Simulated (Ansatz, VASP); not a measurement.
## One calculation of BaTiO3, two programs

```
CELL_PARAMETERS angstrom
3.90277 0.00000 0.00000
0.00000 2.77913 2.78771
0.00000 -2.77913 2.78771
ATOMIC_POSITIONS crystal
Ba 0.00000 0.00000 0.00000
Ti 0.50000 0.50790 0.50790
O 0.00000 0.49210 0.49210
O 0.50000 0.50251 0.99371
O 0.50000 0.99371 0.50251
```

Change from the starting cell: volume scaled by 0.94.

Alike in both runs: task single point; functional PBE; k mesh 8 × 8 × 8; occupations fermi-dirac, width 0.05 eV; no spin polarisation.

|  | VASP | Ansatz |
| --- | --- | --- |
| version | VASP 6.6.1 | Ansatz 0.2.0 |
| potentials or method | VASP PAW PBE potentials, release 64 (Ba_sv, Ti_sv, O), cutoff 520 eV | all-electron LAPW, scalar-relativistic |

|  | VASP | Ansatz | Ansatz less VASP |
| --- | --- | --- | --- |
| gap on the k mesh at the Fermi level (eV) | 1.91 | 1.98 | +0.069 |
| pressure (GPa) | 16.3 | 14.0 | -2.28 |
| traceless stress, the component that is largest in VASP (GPa) | 0.92 | 0.90 | -0.022 |
| rms of the force components (eV/Å) | 0.072 | 0.066 | -0.0057 |

Atom by atom the forces differ by 0.011 eV/Å (rms over components). Ansatz ran all-electron here, and VASP with PAW potentials.

Spin-orbit coupling is off throughout.
